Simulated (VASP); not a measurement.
MnS, 2 atoms in the cell. The structure is cubic, space group Pm-3m (No. 221). Conventional cell: a = 3.099 Å, b = 3.099 Å, c = 3.099 Å, α = 90.00°, β = 90.00°, γ = 90.00°. Within 3.5 Å of Mn (site symmetry m-3m) lie 8 S at 2.68 Å and 6 Mn at 3.10 Å. Within 3.5 Å of S (site symmetry m-3m) lie 8 Mn at 2.68 Å and 6 S at 3.10 Å. 

- Program: VASP 6.6.1
- Task: single point
- Functional: PBEsol
- Potentials or basis: VASP PAW PBE potentials, release 64 (Mn_pv, S)
- Cutoff: 520 eV
- k mesh: 7 × 7 × 7
- Occupations: fermi-dirac, width 0.1 eV
- Spin: collinear spin, ferromagnetic start
- Starting moments: [4.0, 0.0] μB
- Hubbard terms: Mn d U = 5.0 eV
- Dipole correction: no
- Further INCAR settings: ALGO = Normal; EDIFF = 1e-06; NBANDS = 20

Potentials or basis: VASP PAW PBE potentials, release 64 (Mn_pv, S).

Command:

```sh
$ cat potpaw_PBE.64/Mn_pv/POTCAR potpaw_PBE.64/S/POTCAR > POTCAR
$ mpirun -np 1 vasp_std > vasp.out
```

Hardware: 1 thread of Intel Xeon 8259CL, with other jobs on the host.

Estimate the wall time of this run.

Run time: 36 s on 1 thread of Intel Xeon 8259CL, on a shared host, peak memory 0.15 GiB. Counts: scf iterations 15, k points 20.
